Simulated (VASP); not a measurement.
Wanted: the native input for a VASP 6.6.1 run.

- Task: single point
- Functional: PBEsol
- Potentials or basis: VASP PAW PBE potentials, release 64 (Mg, O)
- Cutoff: 520 eV
- k mesh: 10 × 10 × 10
- Occupations: gaussian, width 0.01 eV
- Spin: no spin polarisation
- Dipole correction: no
- Further INCAR settings: ALGO = Normal; EDIFF = 1e-06; NBANDS = 11

The structure of MgO lies in POSCAR:

```
MgO
1.0
    0.0000000000      2.1070232061      2.1070232061
    2.1070232061      0.0000000000      2.1070232061
    2.1070232061      2.1070232061      0.0000000000
Mg O
1 1
Direct
    0.0000000000      0.0000000000      0.0000000000
    0.5000000000      0.5000000000      0.5000000000
```

One way to write it, as run:

INCAR

```
PREC = Accurate
ENCUT = 520
EDIFF = 1E-6
ISMEAR = 0
SIGMA = 0.01
LREAL = False
LASPH = True
NELM = 100
ALGO = Normal
ISIF = 2
LWAVE = False
LCHARG = False
GGA = PS
NBANDS = 11
```

KPOINTS

```
regular mesh
0
Gamma
  10 10 10
```

Potentials or basis: VASP PAW PBE potentials, release 64 (Mg, O).

Launch:

```bash
$ cat potpaw_PBE.64/Mg/POTCAR potpaw_PBE.64/O/POTCAR > POTCAR
$ mpirun -np 1 vasp_std > vasp.out
```

It gave:

| Quantity | Value |
| --- | --- |
| Pressure | -0.5 GPa |
| Band gap on the k mesh | 4.62 eV, direct |

Caveat: the PAW data sets were made with another functional, which shifts forces and pressure a little.

Run time: 5.3 s on 1 thread of Intel Xeon 6975P-C (shared host), peak memory 0.14 GiB.
